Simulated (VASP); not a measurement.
# TaMo3 (Pm-3m) in VASP: further runs

Runs on TaMo3. Level: PBE. Tasks: relaxation of cell and atoms, single point.

Everything below comes from runs of VASP 6.6.1. Logs are shortened: lines on timing, memory, paths and dates and some standing lists are left out, and cuts for length are marked.

### 1 The cell of the first run

Symmetry: Pm-3m, No. 221, cubic system. Conventional cell: a = 4.066 Å, b = 4.066 Å, c = 4.066 Å, α = 90.00°, β = 90.00°, γ = 90.00°. Within 3.8 Å of Ta (site symmetry m-3m) lie 12 Mo at 2.88 Å. Mo (site symmetry 4/mmm) has 4 Ta at 2.88 Å and 8 Mo at 2.88 Å within 3.8 Å.

### 2 Relaxation of cell and atoms, PBE

INCAR reads:

```
SYSTEM = TaMo3
  PREC = Accurate
  ENCUT = 600
  EDIFF = 1E-6
  ISMEAR = 0
  SIGMA = 0.1
  LREAL = .FALSE.
  LASPH = .TRUE.
  NELM = 100
  ALGO = Fast
  ISIF = 3
  LWAVE = .FALSE.
  LCHARG = .FALSE.
  GGA = PE
  IBRION = 2
  NSW = 100
  EDIFFG = -0.01
```

KPOINTS reads:

```
regular mesh
0
G
  12 12 12
  0 0 0
```

POSCAR reads:

```
TaMo3
1.0
    4.0660156591      0.0000000000      0.0000000000
    0.0000000000      4.0660156591      0.0000000000
    0.0000000000      0.0000000000      4.0660156591
Ta Mo
1 3
Direct
    0.0000000000      0.0000000000      0.0000000000
    0.0000000000      0.5000000000      0.5000000000
    0.5000000000      0.0000000000      0.5000000000
    0.5000000000      0.5000000000      0.0000000000
```

Potentials or basis: VASP PAW PBE potentials, release 64 (Ta_pv, Mo_sv).

On the command line:

```bash
$ cat potpaw_PBE.64/Ta_pv/POTCAR potpaw_PBE.64/Mo_sv/POTCAR > POTCAR
$ mpirun -np 1 vasp_std > vasp.out
```

OUTCAR:

```text
SYSTEM = TaMo3
   PREC = Accurate
   ENCUT = 600
   EDIFF = 1E-6
   ISMEAR = 0
   LREAL = .FALSE.
   LASPH = .TRUE.
   NELM = 100
   ISIF = 3
   GGA = PE
   IBRION = 2
   NSW = 100
   EDIFFG = -0.01

 ion  position               nearest neighbor table
   1  0.000  0.000  0.000-   2 2.88   3 2.88   4 2.88   2 2.88   3 2.88   2 2.88   4 2.88   2 2.88
                             3 2.88   4 2.88   3 2.88   4 2.88
   2  0.000  0.500  0.500-   1 2.88   3 2.88   4 2.88   1 2.88   4 2.88   1 2.88   3 2.88   1 2.88
                             3 2.88   4 2.88   4 2.88   3 2.88
   3  0.500  0.000  0.500-   1 2.88   2 2.88   4 2.88   1 2.88   4 2.88   2 2.88   4 2.88   4 2.88
                             1 2.88   2 2.88   1 2.88   2 2.88
   4  0.500  0.500  0.000-   1 2.88   2 2.88   3 2.88   2 2.88   3 2.88   1 2.88   3 2.88   3 2.88
                             1 2.88   2 2.88   2 2.88   1 2.88

  LATTYP: Found a simple cubic cell.
 ALAT       =     4.0660156591

  Lattice vectors:

 A1 = (   4.0660156591,   0.0000000000,   0.0000000000)
 A2 = (   0.0000000000,   4.0660156591,   0.0000000000)
 A3 = (   0.0000000000,   0.0000000000,   4.0660156591)

Analysis of symmetry for initial positions (statically):
=====================================================================
 Subroutine PRICEL returns:
 Original cell was already a primitive cell.

 Routine SETGRP: Setting up the symmetry group for a
 simple cubic supercell.

 Subroutine GETGRP returns: Found 48 space group operations
 (whereof 48 operations were pure point group operations)
 out of a pool of 48 trial point group operations.

The static configuration has the point symmetry O_h .

Analysis of symmetry for dynamics (positions and initial velocities):
=====================================================================
 Subroutine PRICEL returns:
 Original cell was already a primitive cell.

 Routine SETGRP: Setting up the symmetry group for a
 simple cubic supercell.

 Subroutine GETGRP returns: Found 48 space group operations
 (whereof 48 operations were pure point group operations)
 out of a pool of 48 trial point group operations.

The dynamic configuration has the point symmetry O_h .

 Subroutine INISYM returns: Found 48 space group operations
 (whereof 48 operations are pure point group operations),
 and found     1 'primitive' translations

----------------------------------------------------------------------------------------

                                     Primitive cell

  volume of cell :      67.2213

  direct lattice vectors                    reciprocal lattice vectors
     4.066015659  0.000000000  0.000000000     0.245941011  0.000000000  0.000000000
     0.000000000  4.066015659  0.000000000     0.000000000  0.245941011  0.000000000
     0.000000000  0.000000000  4.066015659     0.000000000  0.000000000  0.245941011

  length of vectors
     4.066015659  4.066015659  4.066015659     0.245941011  0.245941011  0.245941011

  position of ions in fractional coordinates (direct lattice)
     0.000000000  0.000000000  0.000000000
     0.000000000  0.500000000  0.500000000
     0.500000000  0.000000000  0.500000000
     0.500000000  0.500000000  0.000000000

  ion indices of the primitive-cell ions
   primitive index   ion index
                 1           1
                 2           2
                 3           3
                 4           4

----------------------------------------------------------------------------------------

 KPOINTS: regular mesh

Automatic generation of k-mesh.
 Grid dimensions read from file:
 generate k-points for:   12   12   12

 Generating k-lattice:

  Cartesian coordinates                     Fractional coordinates (reciprocal lattice)
     0.020495084  0.000000000  0.000000000     0.083333333  0.000000000  0.000000000
     0.000000000  0.020495084  0.000000000     0.000000000  0.083333333  0.000000000
     0.000000000  0.000000000  0.020495084     0.000000000  0.000000000  0.083333333

  Length of vectors
     0.020495084  0.020495084  0.020495084

  Shift w.r.t. Gamma in fractional coordinates (k-lattice)
     0.000000000  0.000000000  0.000000000

 Subroutine IBZKPT returns following result:
 ===========================================

 Found     84 irreducible k-points:

 Following reciprocal coordinates:
            Coordinates               Weight
  0.000000  0.000000  0.000000      1.000000
  0.083333  0.000000  0.000000      6.000000
  0.166667  0.000000  0.000000      6.000000
  0.250000  0.000000  0.000000      6.000000
  0.333333  0.000000  0.000000      6.000000
  0.416667  0.000000  0.000000      6.000000
[... 16 lines left out ...]
  0.333333  0.333333  0.000000     12.000000
  0.416667  0.333333  0.000000     24.000000
 [... further k-points ...]
   k-points           NKPTS =     84   k-points in BZ     NKDIM =     84   number of bands    NBANDS=     31
   number of dos      NEDOS =    301   number of ions     NIONS =      4
   total plane-waves  NPLWV =  32768
   dimension x,y,z NGX =    32 NGY =   32 NGZ =   32
   dimension x,y,z NGXF=    64 NGYF=   64 NGZF=   64
   ions per type =               1   3
   NGX,Y,Z   is equivalent  to a cutoff of  13.08, 13.08, 13.08 a.u.
   NGXF,Y,Z  is equivalent  to a cutoff of  26.17, 26.17, 26.17 a.u.
 SYSTEM =  TaMo3
   PREC   = accura    normal or accurate (medium, high low for compatibility)
   ISTART =      0    job   : 0-new  1-cont  2-samecut
   ICHARG =      2    charge: 1-file 2-atom 10-const
   ISPIN  =      1    spin polarized calculation?
   LNONCOLLINEAR =      F non collinear calculations
   LSORBIT =      F    spin-orbit coupling
   LASPH  =      T    aspherical Exc in radial PAW
   ENCUT  =  600.0 eV  44.10 Ry    6.64 a.u.   8.12  8.12  8.12*2*pi/ulx,y,z
   NELM   =    100;   NELMIN=  2; NELMDL= -5     # of ELM steps
   EDIFF  = 0.1E-05   stopping-criterion for ELM
   LREAL  =      F    real-space projection
   EDIFFG = -.1E-01   stopping-criterion for IOM
   NSW    =    100    number of steps for IOM
   IBRION =      2    ionic relax: 0-MD 1-quasi-New 2-CG
   NFREE  =      1    steps in history (QN), initial steepest desc. (CG)
   ISIF   =      3    stress and relaxation
   ISYM   =      2    0-nonsym 1-usesym 2-fastsym
   POTIM  = 0.5000    time-step for ionic-motion
   TEBEG  =    0.0;   TEEND  =   0.0 temperature during run
   PSTRESS=    0.0 pullay stress
   NELECT =      53.0000    total number of electrons
   NUPDOWN=      -1.0000    fix difference up-down
   EMIN   =  10.00;   EMAX   =-10.00  energy-range for DOS
   EFERMI =   0.00;   METHOD = LEGACY
   ISMEAR =     0;   SIGMA  =   0.10  broadening in eV -4-tet -1-fermi 0-gaus
   EFERMI_NEDOS =   21; number of points for ismear=-14 and -15
   IALGO  =     68    algorithm
   IMIX   =      4    mixing-type and parameters
     AMIX     =   0.40;   BMIX     =  1.00
     AMIX_MAG =   1.60;   BMIX_MAG =  1.00
  volume/ion in A,a.u.               =      16.81       113.41
  Fermi-wavevector in a.u.,A,eV,Ry     =   1.512392  2.858007 31.121013  2.287330
  Thomas-Fermi vector in A             =   2.622322
   LORBIT       =      0    0 simple, 1 ext, 2 COOP (PROOUT), +10 PAW based schemes
   GGA     = PE    functional components
   LHFCALC =     F    Hartree Fock is set to
   AEXX    =    0.0000 exact exchange contribution
   IVDW    =     0    specifies the selected vdW correction
   LEPSILON=     F    determine dielectric tensor
   LRPA    =     F    only Hartree local field effects (RPA)
 conjugate gradient relaxation of ions
 non-spin polarized calculation
 RMM-DIIS sequential band-by-band and
 Gauss-broadening in eV      SIGMA  =   0.10
  energy-cutoff  :      600.00
  volume of cell :       67.22
 maximum number of plane-waves:      2276
   NGX = 17   NGY = 17   NGZ = 17

--------------------------------------- Ionic step        1  -------------------------------------------

 number of electron      53.0000006 magnetization

 Free energy of the ion-electron system (eV)
  ---------------------------------------------------
  ext. energy  EPLUGINS =         0.00000000
  ---------------------------------------------------
  free energy    TOTEN  =       -43.03933715 eV

  energy without entropy =      -43.00602386  energy(sigma->0) =      -43.02268050

------------------------ aborting loop because EDIFF is reached ----------------------------------------

  FORCE on cell =-STRESS in cart. coord.  units (eV):
  Direction    XX          YY          ZZ          XY          YZ          ZX
  --------------------------------------------------------------------------------------
  -------------------------------------------------------------------------------------
  Total       -0.3462194     -0.3462194     -0.3462194     -0.0000000     -0.0000000     -0.0000000
  in kB       -8.2519179     -8.2519179     -8.2519179     -0.0000000     -0.0000000     -0.0000000
  external PRESSURE =      -8.2519179 kB  Pullay stress =       0.0000000 kB
[... 23 lines left out ...]
  energy  without entropy=      -43.0060238603  energy(sigma->0) =      -43.02268050

--------------------------------------- Ionic step        2  -------------------------------------------

 number of electron      53.0000010 magnetization

 E-fermi :  10.0946     XC(G=0): -13.0400

 val. band max:       10.0819594700   @ k =   0.2500   0.0833   0.0000
 cond. band min:      10.0980169174   @ k =   0.2500   0.0000   0.0000
 fundamental gap:      0.0160574474
 Fermi energy:        10.0946425069

 k-point     1 :       0.0000    0.0000    0.0000
  band No.  band energies     occupation
      1     -50.5041      2.00000
      2     -50.3088      2.00000
      3     -50.3088      2.00000
      4     -25.0211      2.00000
      5     -25.0211      2.00000
      6     -25.0211      2.00000
[... 842 lines left out ...]
  energy  without entropy=      -43.0031889047  energy(sigma->0) =      -43.01974370

--------------------------------------- Ionic step        3  -------------------------------------------

 number of electron      53.0000007 magnetization

 Free energy of the ion-electron system (eV)
  ---------------------------------------------------
  ext. energy  EPLUGINS =         0.00000000
  ---------------------------------------------------
  free energy    TOTEN  =       -43.03998556 eV

  energy without entropy =      -43.00673876  energy(sigma->0) =      -43.02336216

 E-fermi :   9.9771     XC(G=0): -12.9917

 val. band max:        9.9661962951   @ k =   0.2500   0.0833   0.0000
 cond. band min:       9.9809187632   @ k =   0.4167   0.4167   0.2500
 fundamental gap:      0.0147224682
 Fermi energy:         9.9771473452

 k-point     1 :       0.0000    0.0000    0.0000
  band No.  band energies     occupation
      1     -50.6319      2.00000
      2     -50.4438      2.00000
      3     -50.4438      2.00000
      4     -25.1329      2.00000
      5     -25.1329      2.00000
      6     -25.1329      2.00000
[... 838 lines left out ...]
  FREE ENERGIE OF THE ION-ELECTRON SYSTEM (eV)
  ---------------------------------------------------
  free  energy   TOTEN  =       -43.0399855631 eV

  energy  without entropy=      -43.0067387556  energy(sigma->0) =      -43.02336216

 reached required accuracy - stopping structural energy minimisation
```

It took 2.7 min on 1 thread of AMD EPYC 9R45 (Zen 5), shared host; peak memory 0.29 GiB.

Results:

* Free energy: -43.0400 eV
* Relaxed volume: 16.74 Å³/atom
* Relaxed cell: a = 4.061 Å, b = 4.061 Å, c = 4.061 Å, α = 90.00°, β = 90.00°, γ = 90.00°
* Space group after relaxing (to 0.05 Å): Pm-3m (No. 221)
* Energy gained by relaxing: 0.2 meV/atom
* Ionic steps: 3
* Pressure after relaxing: 0.0 GPa

Step by step:
```csv
step,energy change (eV),largest force (eV/Å),pressure (GPa),volume (Å³)
1,0.0000,0.0000,-0.83,67.22
2,0.0030,0.0000,2.00,66.38
3,-0.0006,0.0000,0.01,66.98
```

Final structure:
```
CELL_PARAMETERS angstrom
4.06105 0.00000 0.00000
0.00000 4.06105 0.00000
0.00000 0.00000 4.06105
ATOMIC_POSITIONS crystal
Ta 0.00000 0.00000 0.00000
Mo 0.00000 0.50000 0.50000
Mo 0.50000 0.00000 0.50000
Mo 0.50000 0.50000 0.00000
```

Levels at points of the mesh, in eV from the Fermi level:
```csv
k point,band 24,band 25,band 26,band 27,band 28,band 29,band 30,band 31
"(0.00, 0.00, 0.00)",-0.45,-0.45,2.16,2.16,3.73,3.73,3.73,3.76
"(0.50, 0.00, 0.00)",-1.50,-1.50,0.03,0.30,1.14,1.14,1.19,2.03
"(0.50, 0.50, 0.00)",-1.58,-1.58,-1.49,-1.18,0.54,0.56,0.56,1.61
"(0.50, 0.50, 0.50)",-0.60,-0.60,-0.33,-0.33,1.31,1.31,1.31,1.37
```

Caveat: spin-orbit coupling is left out, which moves the levels of the heavy elements.

### 3 Single point, PBE

This run uses another cell than the first one, of 14.77 Å³/atom, 0.879 times its volume.

INCAR reads:

```
SYSTEM = TaMo3
  PREC = Accurate
  ENCUT = 520
  EDIFF = 1E-6
  ISMEAR = 0
  SIGMA = 0.1
  LREAL = .FALSE.
  LASPH = .TRUE.
  NELM = 80
  ALGO = Normal
  ISIF = 2
  LWAVE = .FALSE.
  LCHARG = .FALSE.
  GGA = PE
  NBANDS = 34
```

KPOINTS reads:

```
regular mesh
0
G
  4 4 4
  0 0 0
```

POSCAR reads:

```
TaMo3
1.0
    3.8950992200      0.0000000000      0.0000000000
    0.0000000000      3.8950992200      0.0000000000
    0.0000000000      0.0000000000      3.8950992200
Ta Mo
1 3
Direct
    0.0000000000      0.0000000000      0.0000000000
    0.0000000000      0.5000000000      0.5000000000
    0.5000000000      0.0000000000      0.5000000000
    0.5000000000      0.5000000000      0.0000000000
```

Potentials or basis: VASP PAW PBE potentials, release 64 (Ta_pv, Mo_sv).

On the command line:

```bash
$ cat potpaw_PBE.64/Ta_pv/POTCAR potpaw_PBE.64/Mo_sv/POTCAR > POTCAR
$ mpirun -np 1 vasp_std > vasp.out
```

Run time: 16 s. Hardware: 1 thread of Intel Xeon 6975P-C, shared host; peak memory 0.17 GiB.

Results (log left out):

```
Free energy : -42.0737 eV
Pressure    : 36.5 GPa
```

Levels at points of the mesh, in eV from the Fermi level:
```
           k point  band 23  band 24  band 25  band 26  band 27  band 28  band 29  band 30  band 31  band 32
(0.00, 0.00, 0.00)    -0.69    -0.69    -0.69     2.43     2.43     4.39     4.51     4.51     4.51     5.12
(0.50, 0.00, 0.00)    -2.06    -1.80    -1.80     0.02     0.25     1.24     1.24     1.24     2.13     2.16
(0.50, 0.50, 0.00)    -2.03    -1.92    -1.92    -1.91    -1.56     0.46     0.49     0.49     1.75     1.80
(0.50, 0.50, 0.50)    -0.90    -0.90    -0.90    -0.60    -0.60     1.75     1.77     1.77     1.77     4.43
```

Caveat: the k points lie up to 0.40 Å⁻¹ apart; spin-orbit coupling is left out, which moves the levels of the heavy elements.

### 4 Single point, PBE

INCAR reads:

```
SYSTEM = TaMo3
ALGO = Normal
EDIFF = 1E-6
ENCUT = 520
GGA = PE
ISIF = 2
ISMEAR = 0
LASPH = .True.
LCHARG = .False.
LREAL = .False.
LWAVE = .False.
NBANDS = 34
NELM = 80
PREC = Accurate
SIGMA = 0.1
```

KPOINTS reads:

```
k-points
0
Gamma
  4 4 4
  0 0 0
```

POSCAR reads:

```
TaMo3
1.0
    4.0660156591      0.0000000000      0.0000000000
    0.0000000000      4.0660156591      0.0000000000
    0.0000000000      0.0000000000      4.0660156591
Ta Mo
1 3
Direct
    0.0000000000      0.0000000000      0.0000000000
    0.0000000000      0.5000000000      0.5000000000
    0.5000000000      0.0000000000      0.5000000000
    0.5000000000      0.5000000000      0.0000000000
```

On the command line:

```bash
$ cat potpaw_PBE.64/Ta_pv/POTCAR potpaw_PBE.64/Mo_sv/POTCAR > POTCAR
$ mpirun -np 1 vasp_std > vasp.out
```

Wall time 17 s (1 thread of Intel Xeon 6975P-C, shared host); peak memory 0.17 GiB.

The run converged. Its results:

```
Free energy : -42.9246 eV
Pressure    : 0.4 GPa
```

Levels at points of the mesh, in eV from the Fermi level:
```tsv
k point	band 24	band 25	band 26	band 27	band 28	band 29	band 30	band 31
(0.00, 0.00, 0.00)	-0.48	-0.48	2.11	2.11	3.68	3.68	3.68	3.70
(0.50, 0.00, 0.00)	-1.53	-1.53	0.00	0.28	1.10	1.10	1.15	1.95
(0.50, 0.50, 0.00)	-1.61	-1.61	-1.49	-1.21	0.50	0.53	0.53	1.55
(0.50, 0.50, 0.50)	-0.63	-0.63	-0.37	-0.37	1.27	1.27	1.27	1.36
```

Caveat: the k points lie up to 0.39 Å⁻¹ apart; spin-orbit coupling is left out, which moves the levels of the heavy elements.

(Part 1 of 2 ends here.)
